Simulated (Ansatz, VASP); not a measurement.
SrTe in VASP and in Ansatz

```
Sr Te
1.0
     0.00000    3.28570    3.28570
     3.28570    0.00000    3.28570
     3.28570    3.28570    0.00000
Sr Te
1 1
Direct
  0.00000 0.00000 0.00000
  0.50000 0.50000 0.50000
```

Change from the starting cell: hydrostatic strain -2.0%.

Alike in both runs: task single point; functional PBE; k mesh 6 × 6 × 6; occupations fermi-dirac, width 0.02 eV; no spin polarisation.

|  | VASP | Ansatz |
| --- | --- | --- |
| version | VASP 6.6.1 | Ansatz 0.2.0 |
| potentials or method | VASP PAW PBE potentials, release 64 (Sr_sv, Te) | plane waves, PAW |
| plane-wave cutoff (eV) | 500 | 420 |
| valence electrons in the cell | 16 | 26 |

Ansatz gave:

* gap on the k mesh at the Fermi level (eV): 1.61
* pressure (GPa): 2.5

Problem. What did VASP give for the same quantities?

Solution. gap on the k mesh at the Fermi level (eV): 1.58; pressure (GPa): 2.6.

VASP's potentials hold 16 valence electrons a cell and Ansatz's 26, so a difference there can come from the potentials and not from the codes.

Spin-orbit coupling is off throughout.
